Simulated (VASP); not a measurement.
A run of VASP 6.6.1:

The input INCAR:

```
PREC = Accurate
ENCUT = 520
EDIFF = 1E-6
ISMEAR = -1
SIGMA = 0.1
LREAL = False
LASPH = True
NELM = 80
ALGO = Normal
ISIF = 2
LWAVE = False
LCHARG = False
GGA = CA
NBANDS = 14
```

The input KPOINTS:

```
regular mesh
0
Gamma
  11 11 11
```

The input POSCAR:

```
Bi
1.0
    3.2786155497      0.0000000000      0.0000000000
    0.0000000000      3.2786155497      0.0000000000
    0.0000000000      0.0000000000      3.2786155497
Bi
1
Direct
    0.0000000000      0.0000000000      0.0000000000
```

Potentials or basis: VASP PAW LDA potentials, release 64 (Bi_d).

The run is started by

```console
$ cat potpaw_LDA.64/Bi_d/POTCAR > POTCAR
$ mpirun -np 1 vasp_std > vasp.out
```

Hardware: 1 thread of Intel Xeon 8259CL, on a shared host.

**Question.** How long does it take, and how much memory?

**Answer.** It took 7.5 s on 1 thread of Intel Xeon 8259CL, on a shared host, peak memory 0.14 GiB. Counts: scf iterations 9, k points 56.
